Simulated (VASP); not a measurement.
# B (Fm-3m) in VASP: notebook

Runs on B. Level: r2SCAN. Tasks: single point.

All numbers are computed with VASP 6.6.1; they aren't measurements. Logs are shortened: lines on timing, memory, paths and dates and some standing lists are left out, and cuts for length are marked.

### Step 1. The cell of the first run

It takes space group Fm-3m (No. 225, cubic). The conventional cell has a = 2.855 Å, b = 2.855 Å, c = 2.855 Å, α = 90.00°, β = 90.00°, γ = 90.00°. Within 2.7 Å of B (site symmetry m-3m) lie 12 B at 2.02 Å.

### Step 2. Single point, r2SCAN

POSCAR reads:

```
B
1.0
    0.0000000000      1.4276959924      1.4276959924
    1.4276959924      0.0000000000      1.4276959924
    1.4276959924      1.4276959924      0.0000000000
B
1
Direct
    0.0000000000      0.0000000000      0.0000000000
```

INCAR.step1 reads:

```
SYSTEM = B
  ALGO = Normal
  EDIFF = 1E-4
  ENCUT = 520
  GGA = PE
  ISMEAR = -1
  LASPH = .TRUE.
  LCHARG = .FALSE.
  LREAL = .FALSE.
  LWAVE = .TRUE.
  NBANDS = 8
  NELM = 60
  PREC = Accurate
  SIGMA = 0.1
```

INCAR.step2 reads:

```
SYSTEM = B
  ALGO = Normal
  EDIFF = 1E-7
  ENCUT = 520
  ISIF = 2
  ISMEAR = -1
  ISTART = 1
  LASPH = .TRUE.
  LCHARG = .FALSE.
  LMIXTAU = .TRUE.
  LREAL = .FALSE.
  LWAVE = .FALSE.
  METAGGA = R2SCAN
  NBANDS = 8
  NELM = 60
  PREC = Accurate
  SIGMA = 0.1
```

KPOINTS reads:

```
k-points
0
G
  18 18 18
  0 0 0
```

Potentials or basis: VASP PAW PBE potentials, release 64 (B).

On the command line:

```bash
> cat potpaw_PBE.64/B/POTCAR > POTCAR
> cp INCAR.step1 INCAR
> mpirun -np 1 vasp_std > vasp.out
> cp INCAR.step2 INCAR
> mpirun -np 1 vasp_std > vasp.out
```

OUTCAR:

```text
SYSTEM = B
   EDIFF = 1E-7
   ENCUT = 520
   ISIF = 2
   ISMEAR = -1
   ISTART = 1
   LASPH = .TRUE.
   LREAL = .FALSE.
   METAGGA = R2SCAN
   NELM = 60
   PREC = Accurate

 ion  position               nearest neighbor table
   1  0.000  0.000  0.000-

  LATTYP: Found a face centered cubic cell.
 ALAT       =     2.8553919848

  Lattice vectors:

 A1 = (   0.0000000000,   1.4276959924,   1.4276959924)
 A2 = (   1.4276959924,   0.0000000000,   1.4276959924)
 A3 = (   1.4276959924,   1.4276959924,   0.0000000000)

Analysis of symmetry for initial positions (statically):
=====================================================================
 Subroutine PRICEL returns:
 Original cell was already a primitive cell.

 Routine SETGRP: Setting up the symmetry group for a
 face centered cubic supercell.

 Subroutine GETGRP returns: Found 48 space group operations
 (whereof 48 operations were pure point group operations)
 out of a pool of 48 trial point group operations.

The static configuration has the point symmetry O_h .

Analysis of symmetry for dynamics (positions and initial velocities):
=====================================================================
 Subroutine PRICEL returns:
 Original cell was already a primitive cell.

 Routine SETGRP: Setting up the symmetry group for a
 face centered cubic supercell.

 Subroutine GETGRP returns: Found 48 space group operations
 (whereof 48 operations were pure point group operations)
 out of a pool of 48 trial point group operations.

The dynamic configuration has the point symmetry O_h .

 Subroutine INISYM returns: Found 48 space group operations
 (whereof 48 operations are pure point group operations),
 and found     1 'primitive' translations

----------------------------------------------------------------------------------------

                                     Primitive cell

  volume of cell :       5.8202

  direct lattice vectors                    reciprocal lattice vectors
     0.000000000  1.427695992  1.427695992    -0.350214613  0.350214613  0.350214613
     1.427695992  0.000000000  1.427695992     0.350214613 -0.350214613  0.350214613
     1.427695992  1.427695992  0.000000000     0.350214613  0.350214613 -0.350214613

  length of vectors
     2.019067035  2.019067035  2.019067035     0.606589504  0.606589504  0.606589504

  position of ions in fractional coordinates (direct lattice)
     0.000000000  0.000000000  0.000000000

  ion indices of the primitive-cell ions
   primitive index   ion index
                 1           1

----------------------------------------------------------------------------------------

 KPOINTS: k-points

Automatic generation of k-mesh.
 Grid dimensions read from file:
 generate k-points for:   18   18   18

 Generating k-lattice:

  Cartesian coordinates                     Fractional coordinates (reciprocal lattice)
    -0.019456367  0.019456367  0.019456367     0.055555556  0.000000000  0.000000000
     0.019456367 -0.019456367  0.019456367     0.000000000  0.055555556  0.000000000
     0.019456367  0.019456367 -0.019456367     0.000000000  0.000000000  0.055555556

  Length of vectors
     0.033699417  0.033699417  0.033699417

  Shift w.r.t. Gamma in fractional coordinates (k-lattice)
     0.000000000  0.000000000  0.000000000

 Subroutine IBZKPT returns following result:
 ===========================================

 Found    195 irreducible k-points:

 Following reciprocal coordinates:
            Coordinates               Weight
  0.000000  0.000000  0.000000      1.000000
  0.055556  0.000000  0.000000      8.000000
  0.111111  0.000000  0.000000      8.000000
  0.166667  0.000000  0.000000      8.000000
  0.222222  0.000000  0.000000      8.000000
  0.277778  0.000000  0.000000      8.000000
[... 16 lines left out ...]
 -0.277778  0.055556  0.000000     24.000000
 -0.222222  0.055556  0.000000     24.000000
 [... further k-points ...]
   k-points           NKPTS =    195   k-points in BZ     NKDIM =    195   number of bands    NBANDS=      8
   number of dos      NEDOS =    301   number of ions     NIONS =      1
   total plane-waves  NPLWV =   4096
   dimension x,y,z NGX =    16 NGY =   16 NGZ =   16
   dimension x,y,z NGXF=    32 NGYF=   32 NGZF=   32
   ions per type =               1
   NGX,Y,Z   is equivalent  to a cutoff of  13.17, 13.17, 13.17 a.u.
   NGXF,Y,Z  is equivalent  to a cutoff of  26.35, 26.35, 26.35 a.u.
 SYSTEM =  B
   PREC   = accura    normal or accurate (medium, high low for compatibility)
   ISTART =      1    job   : 0-new  1-cont  2-samecut
   ICHARG =      0    charge: 1-file 2-atom 10-const
   ISPIN  =      1    spin polarized calculation?
   LNONCOLLINEAR =      F non collinear calculations
   LSORBIT =      F    spin-orbit coupling
   LASPH  =      T    aspherical Exc in radial PAW
   ENCUT  =  520.0 eV  38.22 Ry    6.18 a.u.   3.75  3.75  3.75*2*pi/ulx,y,z
   NELM   =     60;   NELMIN=  2; NELMDL=  0     # of ELM steps
   EDIFF  = 0.1E-06   stopping-criterion for ELM
   LREAL  =      F    real-space projection
   EDIFFG = 0.1E-05   stopping-criterion for IOM
   NSW    =      0    number of steps for IOM
   IBRION =     -1    ionic relax: 0-MD 1-quasi-New 2-CG
   NFREE  =      0    steps in history (QN), initial steepest desc. (CG)
   ISIF   =      2    stress and relaxation
   ISYM   =      2    0-nonsym 1-usesym 2-fastsym
   POTIM  = 0.5000    time-step for ionic-motion
   TEBEG  =    0.0;   TEEND  =   0.0 temperature during run
   PSTRESS=    0.0 pullay stress
   NELECT =       3.0000    total number of electrons
   NUPDOWN=      -1.0000    fix difference up-down
   EMIN   =  10.00;   EMAX   =-10.00  energy-range for DOS
   EFERMI =   0.00;   METHOD = LEGACY
   ISMEAR =    -1;   SIGMA  =   0.10  broadening in eV -4-tet -1-fermi 0-gaus
   EFERMI_NEDOS =   21; number of points for ismear=-14 and -15
   IALGO  =     38    algorithm
   IMIX   =      4    mixing-type and parameters
     AMIX     =   0.40;   BMIX     =  1.00
     AMIX_MAG =   1.60;   BMIX_MAG =  1.00
  volume/ion in A,a.u.               =       5.82        39.28
  Fermi-wavevector in a.u.,A,eV,Ry     =   1.312611  2.480476 23.442141  1.722949
  Thomas-Fermi vector in A             =   2.442992
   LORBIT       =      0    0 simple, 1 ext, 2 COOP (PROOUT), +10 PAW based schemes
   METAGGA = R2SCAN    functional components
   LHFCALC =     F    Hartree Fock is set to
   AEXX    =    0.0000 exact exchange contribution
   IVDW    =     0    specifies the selected vdW correction
   LEPSILON=     F    determine dielectric tensor
   LRPA    =     F    only Hartree local field effects (RPA)
 non-spin polarized calculation
  energy-cutoff  :      520.00
  volume of cell :        5.82
 maximum number of plane-waves:       169
   NGX =  7   NGY =  7   NGZ =  7

 number of electron       3.0000000 magnetization

 Free energy of the ion-electron system (eV)
  ---------------------------------------------------
  ext. energy  EPLUGINS =         0.00000000
  ---------------------------------------------------
  free energy    TOTEN  =        -5.88534107 eV

  energy without entropy =       -5.87749467  energy(sigma->0) =       -5.88141787

 E-fermi :  10.8454     XC(G=0): -14.1644

 val. band max:       10.8006253847   @ k =  -0.3889   0.4444   0.1111
 cond. band min:      10.8505019095   @ k =  -0.3333   0.5000   0.1667
 fundamental gap:      0.0498765248
 Fermi energy:        10.8453808353

 k-point     1 :       0.0000    0.0000    0.0000
  band No.  band energies     occupation
      1      -9.7961      2.00000
      2      28.4670      0.00000
      3      28.4670      0.00000
      4      28.4670      0.00000
      5      44.9687      0.00000
      6      44.9687      0.00000
      7      44.9687      0.00000
      8      48.9958      0.00000

 k-point     2 :       0.0556    0.0000    0.0000
  band No.  band energies     occupation
      1      -9.6509      2.00000
      2      27.7021      0.00000
      3      28.3089      0.00000
      4      28.3089      0.00000
      5      43.4996      0.00000
      6      45.3113      0.00000
      7      45.3113      0.00000
      8      51.5026      0.00000

 k-point     3 :       0.1111    0.0000    0.0000
  band No.  band energies     occupation
      1      -9.2156      2.00000
      2      25.5506      0.00000
      3      27.8895      0.00000
      4      27.8895      0.00000
      5      42.1567      0.00000
      6      46.1540      0.00000
      7      46.1540      0.00000
      8      53.7579      0.00000

 k-point     4 :       0.1667    0.0000    0.0000
  band No.  band energies     occupation
      1      -8.4907      2.00000
      2      22.4658      0.00000
      3      27.3293      0.00000
      4      27.3293      0.00000
      5      41.8389      0.00000
      6      46.7997      0.00000
      7      46.7997      0.00000
      8      51.6154      0.00000

 k-point     5 :       0.2222    0.0000    0.0000
  band No.  band energies     occupation
      1      -7.4782      2.00000
      2      18.9662      0.00000
      3      26.7451      0.00000
      4      26.7451      0.00000
      5      42.2690      0.00000
      6      46.2681      0.00000
      7      46.2681      0.00000
      8      49.5834      0.00000
[... 177 lines left out ...]
 k-point    22 :      -0.3333    0.0556    0.0000
  band No.  band energies     occupation
      1      -3.9132      2.00000
      2      10.9532      0.50783
      3      24.4159      0.00000
      4      26.1301      0.00000
      5      41.3017      0.00000
      6      42.9146      0.00000
      7      45.0820      0.00000
      8      49.0453      0.00000

 k-point    23 :      -0.2778    0.0556    0.0000
  band No.  band energies     occupation
      1      -5.5610      2.00000
      2      14.3131      0.00000
      3      24.6432      0.00000
      4      26.7291      0.00000
      5      42.4107      0.00000
      6      44.0298      0.00000
      7      44.1754      0.00000
      8      50.1257      0.00000

 k-point    24 :      -0.2222    0.0556    0.0000
  band No.  band energies     occupation
      1      -6.9482      2.00000
      2      17.8418      0.00000
      3      25.0560      0.00000
      4      27.3445      0.00000
      5      42.1773      0.00000
      6      45.0434      0.00000
      7      45.4142      0.00000
      8      51.1723      0.00000

 [... further k-points ...]
[... 5 lines left out ...]
  --------------------------------------------------------------------------------------
  -------------------------------------------------------------------------------------
  Total       -0.0110234     -0.0110234     -0.0110234      0.0000000     -0.0000000     -0.0000000
  in kB       -3.0345132     -3.0345132     -3.0345132      0.0000000     -0.0000000     -0.0000000
  external PRESSURE =      -3.0345132 kB  Pullay stress =       0.0000000 kB

 VOLUME and BASIS-vectors are now :
 -----------------------------------------------------------------------------
  energy-cutoff  :      520.00
  volume of cell :        5.82
      direct lattice vectors                 reciprocal lattice vectors
     0.000000000  1.427695992  1.427695992    -0.350214613  0.350214613  0.350214613
     1.427695992  0.000000000  1.427695992     0.350214613 -0.350214613  0.350214613
     1.427695992  1.427695992  0.000000000     0.350214613  0.350214613 -0.350214613

 POSITION                                       TOTAL-FORCE (eV/Angst)
 -----------------------------------------------------------------------------------
      0.00000      0.00000      0.00000         0.000000      0.000000      0.000000
 -----------------------------------------------------------------------------------
    total drift:                                0.000000     -0.000000     -0.000000

  FREE ENERGIE OF THE ION-ELECTRON SYSTEM (eV)
  ---------------------------------------------------
  free  energy   TOTEN  =        -5.8853410746 eV

  energy  without entropy=       -5.8774946701  energy(sigma->0) =       -5.88141787
```

Wall time 14 s (1 thread of Intel Xeon 6975P-C, shared host); peak memory 0.12 GiB.

Results:

- Free energy: -5.8853 eV
- Pressure: -0.3 GPa

Caveat: the PAW data sets were made with another functional, which shifts forces and pressure a little.

### Step 3. Single point, r2SCAN (volume scaled by 0.88)

POSCAR reads:

```
B
1.0
    0.0000000000      1.3681381856      1.3681381856
    1.3681381856      0.0000000000      1.3681381856
    1.3681381856      1.3681381856      0.0000000000
B
1
Direct
    0.0000000000      0.0000000000      0.0000000000
```

INCAR.step1 reads:

```
SYSTEM = B
PREC = Accurate
ENCUT = 520
ISMEAR = -1
SIGMA = 0.1
LREAL = .FALSE.
LASPH = .TRUE.
NELM = 80
NBANDS = 8
GGA = PE
ALGO = Normal
EDIFF = 1E-4
LWAVE = .TRUE.
LCHARG = .FALSE.
```

INCAR.step2 reads:

```
SYSTEM = B
PREC = Accurate
ENCUT = 520
EDIFF = 1E-7
ISMEAR = -1
SIGMA = 0.1
LREAL = .FALSE.
LASPH = .TRUE.
NELM = 80
ALGO = Normal
ISIF = 2
LWAVE = .FALSE.
LCHARG = .TRUE.
METAGGA = R2SCAN
LMIXTAU = .TRUE.
LELF = .TRUE.
LVHAR = .TRUE.
NBANDS = 8
ISTART = 1
```

KPOINTS reads:

```
Automatic mesh
0
G
  21 21 21
  0 0 0
```

Potentials or basis: VASP PAW PBE potentials, release 64 (B).

On the command line:

```bash
> cat potpaw_PBE.64/B/POTCAR > POTCAR
> cp INCAR.step1 INCAR
> mpirun -np 1 vasp_std > vasp.out
> cp INCAR.step2 INCAR
> mpirun -np 1 vasp_std > vasp.out
```

It took 18 s on 1 thread of Intel Xeon 6975P-C, shared host; peak memory 0.11 GiB.

Results (log left out):

```
Free energy : -5.7950 eV
Pressure    : 45.5 GPa
```

Levels at points of the mesh, in eV from the Fermi level:
```tsv
k point	band 1	band 2	band 3	band 4	band 5
(0.00, 0.00, 0.00)	-22.30	19.67	19.67	19.67	36.63
```

Caveat: the PAW data sets were made with another functional, which shifts forces and pressure a little.

### Step 4. Single point, r2SCAN (volume scaled by 0.92)

POSCAR reads:

```
B
1.0
    0.0000000000      1.3885611694      1.3885611694
    1.3885611694      0.0000000000      1.3885611694
    1.3885611694      1.3885611694      0.0000000000
B
1
Direct
    0.0000000000      0.0000000000      0.0000000000
```

INCAR.step1 reads:

```
SYSTEM = B
PREC = Accurate ; ENCUT = 520
ISMEAR = -1 ; SIGMA = 0.1
LREAL = .FALSE. ; LASPH = .TRUE.
NELM = 60 ; NBANDS = 8
GGA = PE ; ALGO = Normal
EDIFF = 1E-4 ; LWAVE = .TRUE.
LCHARG = .FALSE.
```

INCAR.step2 reads:

```
SYSTEM = B
PREC = Accurate ; ENCUT = 520
EDIFF = 1E-7 ; ISMEAR = -1
SIGMA = 0.1 ; LREAL = .FALSE.
LASPH = .TRUE. ; NELM = 60
ALGO = Normal ; ISIF = 2
LWAVE = .FALSE. ; LCHARG = .FALSE.
METAGGA = R2SCAN ; LMIXTAU = .TRUE.
NBANDS = 8 ; ISTART = 1
```

KPOINTS reads:

```
regular mesh
0
G
  21 21 21
  0 0 0
```

On the command line:

```bash
> cat potpaw_PBE.64/B/POTCAR > POTCAR
> cp INCAR.step1 INCAR
> mpirun -np 1 vasp_std > vasp.out
> cp INCAR.step2 INCAR
> mpirun -np 1 vasp_std > vasp.out
```

Wall time 29 s (1 thread of Intel Xeon 6975P-C, shared host); peak memory 0.12 GiB.

It converged, with:

| Item | Value |
| --- | --- |
| Free energy | -5.8478 eV |
| Pressure | 27.3 GPa |

Levels at points of the mesh, in eV from the Fermi level:
| k point | band 1 | band 2 | band 3 | band 4 | band 5 | band 6 |
| --- | --- | --- | --- | --- | --- | --- |
| (0.00, 0.00, 0.00) | -21.72 | 18.93 | 18.93 | 18.93 | 35.73 | 35.73 |

Caveat: the PAW data sets were made with another functional, which shifts forces and pressure a little.

### Step 5. Single point, r2SCAN (volume scaled by 0.96)

POSCAR reads:

```
B
1.0
    0.0000000000      1.4084004380      1.4084004380
    1.4084004380      0.0000000000      1.4084004380
    1.4084004380      1.4084004380      0.0000000000
B
1
Direct
    0.0000000000      0.0000000000      0.0000000000
```

INCAR.step1 reads:

```
PREC = Accurate
ENCUT = 520
ISMEAR = -1
SIGMA = 0.1
LREAL = False
LASPH = True
NELM = 60
NBANDS = 8
GGA = PE
ALGO = Normal
EDIFF = 1E-4
LWAVE = True
LCHARG = False
```

INCAR.step2 reads:

```
PREC = Accurate
ENCUT = 520
EDIFF = 1E-6
ISMEAR = -1
SIGMA = 0.1
LREAL = False
LASPH = True
NELM = 60
ALGO = Normal
ISIF = 2
LWAVE = False
LCHARG = False
METAGGA = R2SCAN
LMIXTAU = True
NBANDS = 8
ISTART = 1
```

KPOINTS reads:

```
regular mesh
0
Gamma
  21 21 21
```

On the command line:

```bash
> cat potpaw_PBE.64/B/POTCAR > POTCAR
> cp INCAR.step1 INCAR
> mpirun -np 1 vasp_std > vasp.out
> cp INCAR.step2 INCAR
> mpirun -np 1 vasp_std > vasp.out
```

It used 17 s of CPU time on 1 thread of Intel Xeon 6975P-C, with other jobs on the host.

It converged, with:

- Free energy: -5.8766 eV
- Pressure: 12.2 GPa

Levels at points of the mesh, in eV from the Fermi level:
| k point | band 1 | band 2 | band 3 | band 4 |
| --- | --- | --- | --- | --- |
| (0.00, 0.00, 0.00) | -21.18 | 18.24 | 18.24 | 18.24 |

Caveat: the PAW data sets were made with another functional, which shifts forces and pressure a little.

### Step 6. Single point, r2SCAN

POSCAR reads:

```
B
1.0
    0.0000000000      1.4276959924      1.4276959924
    1.4276959924      0.0000000000      1.4276959924
    1.4276959924      1.4276959924      0.0000000000
B
1
Direct
    0.0000000000      0.0000000000      0.0000000000
```

INCAR.step1 reads:

```
SYSTEM = B
  PREC = Accurate
  ENCUT = 520
  ISMEAR = -1
  SIGMA = 0.1
  LREAL = .FALSE.
  LASPH = .TRUE.
  NELM = 80
  NBANDS = 8
  GGA = PE
  ALGO = Normal
  EDIFF = 1E-4
  LWAVE = .TRUE.
  LCHARG = .FALSE.
```

INCAR.step2 reads:

```
SYSTEM = B
  PREC = Accurate
  ENCUT = 520
  EDIFF = 1E-7
  ISMEAR = -1
  SIGMA = 0.1
  LREAL = .FALSE.
  LASPH = .TRUE.
  NELM = 80
  ALGO = Normal
  ISIF = 2
  LWAVE = .FALSE.
  LCHARG = .FALSE.
  METAGGA = R2SCAN
  LMIXTAU = .TRUE.
  NBANDS = 8
  ISTART = 1
```

KPOINTS reads:

```
regular mesh
0
G
  21 21 21
  0 0 0
```

Potentials or basis: VASP PAW PBE potentials, release 64 (B).

On the command line:

```bash
> cat potpaw_PBE.64/B/POTCAR > POTCAR
> cp INCAR.step1 INCAR
> mpirun -np 1 vasp_std > vasp.out
> cp INCAR.step2 INCAR
> mpirun -np 1 vasp_std > vasp.out
```

It used 20 s of CPU time on 1 thread of Intel Xeon 6975P-C, on a shared host.

Results (log left out):

| Item | Value |
| --- | --- |
| Free energy | -5.8854 eV |
| Pressure | -0.2 GPa |

Levels at points of the mesh, in eV from the Fermi level:
| k point | band 1 | band 2 | band 3 | band 4 | band 5 |
| --- | --- | --- | --- | --- | --- |
| (0.00, 0.00, 0.00) | -20.66 | 17.61 | 17.61 | 17.61 | 34.11 |

Caveat: the PAW data sets were made with another functional, which shifts forces and pressure a little.

### Step 7. Overview

```csv
cell,k mesh,gap on the mesh (eV),pressure (GPa)
"a = 2.019 Å, angles 60.0°, 1 atom",18 × 18 × 18,none,-0.3
"a = 1.935 Å, angles 60.0°, 1 atom",21 × 21 × 21,none,45.5
"a = 1.964 Å, angles 60.0°, 1 atom",21 × 21 × 21,none,27.3
"a = 1.992 Å, angles 60.0°, 1 atom",21 × 21 × 21,none,12.2
"a = 2.019 Å, angles 60.0°, 1 atom",21 × 21 × 21,none,-0.2
```

Alike in all rows: task single point; level r2SCAN; potentials or basis VASP PAW PBE potentials, release 64 (B); no spin polarisation; cutoff (eV) 520; smearing fermi-dirac 0.1 eV.

Caveats: the PAW data sets were made with another functional, which shifts forces and pressure a little.

Absolute energies hang on the potentials; compare differences alone.
